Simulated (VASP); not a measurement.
Write the native input for VASP 6.6.1 that does the following.

```
Task                   : relaxation of cell and atoms
Functional             : PBE
Potentials or basis    : VASP PAW PBE potentials, release 64 (Be, Te)
Cutoff                 : 600 eV
k mesh                 : 10 × 10 × 10
Occupations            : gaussian, width 0.1 eV
Spin                   : no spin polarisation
Dipole correction      : no
Further INCAR settings : ALGO = Normal; EDIFF = 1e-07; IBRION = 2; EDIFFG = -0.01; NSW = 100; ISIF = 3
```

The structure of BeTe2 lies in POSCAR:

```
BeTe2
1.0
   -2.6405650601      2.6405650601      4.9373066469
    2.6405650601     -2.6405650601      4.9373066469
    2.6405650601      2.6405650601     -4.9373066469
Be Te
2 4
Direct
    0.0000000000      0.0000000000      0.0000000000
    0.7500000000      0.2500000000      0.5000000000
    0.2577397554      0.2577397554      0.0000000000
    1.0077397554      0.5077397554      0.5000000000
    0.4922602446     -0.0077397554      0.5000000000
    0.7422602446      0.7422602446      0.0000000000
```

These files were run (other wordings do the same):

INCAR

```
PREC     = Accurate       # precision mode
ENCUT    = 600            # plane-wave cutoff, eV
EDIFF    = 1E-7           # SCF threshold, eV
ISMEAR   = 0              # smearing method
SIGMA    = 0.1            # smearing width, eV
LREAL    = False          # projectors in reciprocal space
LASPH    = True           # aspherical terms in the spheres
NELM     = 100            # most SCF steps
ALGO     = Normal         # electronic algorithm
ISIF     = 3              # what is computed and relaxed
LWAVE    = False          # write WAVECAR
LCHARG   = False          # write CHGCAR
GGA      = PE             # functional
IBRION   = 2              # ionic algorithm
NSW      = 100            # ionic steps
EDIFFG   = -0.01          # ionic threshold
```

KPOINTS

```
Automatic mesh
0
Gamma
  10 10 10
```

Potentials or basis: VASP PAW PBE potentials, release 64 (Be, Te).

Command:

```bash
$ cat potpaw_PBE.64/Be/POTCAR potpaw_PBE.64/Te/POTCAR > POTCAR
$ mpirun -np 1 vasp_std > vasp.out
```

It gave:

```yaml
Pressure_after_relaxing: 0.0 GPa
Largest_force_after_relaxing: 0.007 eV/Å
Band_gap_on_the_k_mesh: zero (bands 14 and 15 overlap by 1.29 eV)
```

Caveat: the relaxation stopped at its first step, so nothing moved; spin-orbit coupling is left out, which moves the levels of the heavy elements.

It took 3.3 min on 1 thread of Intel(R) Xeon(R) 6975P-C (Granite Rapids) (shared host), peak memory 0.52 GiB.
